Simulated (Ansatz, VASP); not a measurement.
## Two plane-wave programs on Si3Ge

Contents of INCAR:

```
SYSTEM = Si3Ge
ALGO = Normal
EDIFF = 1E-7
EDIFFG = -0.01
ENCUT = 600
GGA = PE
IBRION = 2
ISIF = 3
ISMEAR = 0
LASPH = .TRUE.
LCHARG = .FALSE.
LREAL = .FALSE.
LWAVE = .FALSE.
NELM = 80
NSW = 100
PREC = Accurate
SIGMA = 0.1
```

Contents of KPOINTS:

```
k-points
0
G
  12 12 12
  0 0 0
```

The input POSCAR:

```
Si3Ge
1.0
    0.0000000000      3.1853913444      3.1853913444
    3.1853913444      0.0000000000      3.1853913444
    3.1853913444      3.1853913444      0.0000000000
Si Ge
3 1
Direct
    0.7500000000      0.7500000000      0.7500000000
    0.2500000000      0.2500000000      0.2500000000
    0.5000000000      0.5000000000      0.5000000000
    0.0000000000      0.0000000000      0.0000000000
```

Input for Ansatz:

```yaml
crystal:
  lattice:
    - [0.0, 3.1853913444, 3.1853913444]
    - [3.1853913444, 0.0, 3.1853913444]
    - [3.1853913444, 3.1853913444, 0.0]
  atoms:
    - { symbol: Si, position: [0.75, 0.75, 0.75] }
    - { symbol: Si, position: [0.25, 0.25, 0.25] }
    - { symbol: Si, position: [0.5, 0.5, 0.5] }
    - { symbol: Ge, position: [0.0, 0.0, 0.0] }
basis:
  ecutwfc: 420
kpoints:
  mp_grid: { grid: [12, 12, 12] }
hamiltonian:
  xc: pbe
scf:
  occupations: { method: gaussian, width: 0.1 }
output:
  forces: true
  stress: true
  eigenvalues: true
  write_density: true
  write_potential: true
  elf: true
  volumetric_format: npy
relax:
  adjacent_minimum: "off"
  f_tol: 0.01
  max_steps: 80
  cell: { stress_tol: 0.05 }
```

Change from the starting cell: species swapped into the Fe3Ni type (Fm-3m, No. 225).

Alike in both runs: task relaxation of cell and atoms; functional PBE; k mesh 12 × 12 × 12; occupations gaussian, width 0.1 eV; no spin polarisation.

|  | VASP | Ansatz |
| --- | --- | --- |
| version | VASP 6.6.1 | Ansatz 0.2.0 |
| potentials or method | VASP PAW PBE potentials, release 64 (Si, Ge_d), cutoff 600 eV | scalar-relativistic, plane waves, PAW |
| valence electrons in the cell | 26 | 26 |

```csv
,VASP,Ansatz,Ansatz less VASP
"gap on the k mesh at the Fermi level, each at its own relaxed structure (eV)",none,none,-
relaxed volume (Å³/atom),15.91,15.90,-0.001
relaxed cell length with the largest relative difference (Å),4.481,4.481,0.0000
```

A gap of «none» marks a metal or a gap that the smearing closes.

Noted on VASP's run: too few bands were computed for a metal, which touches its energy and stress.
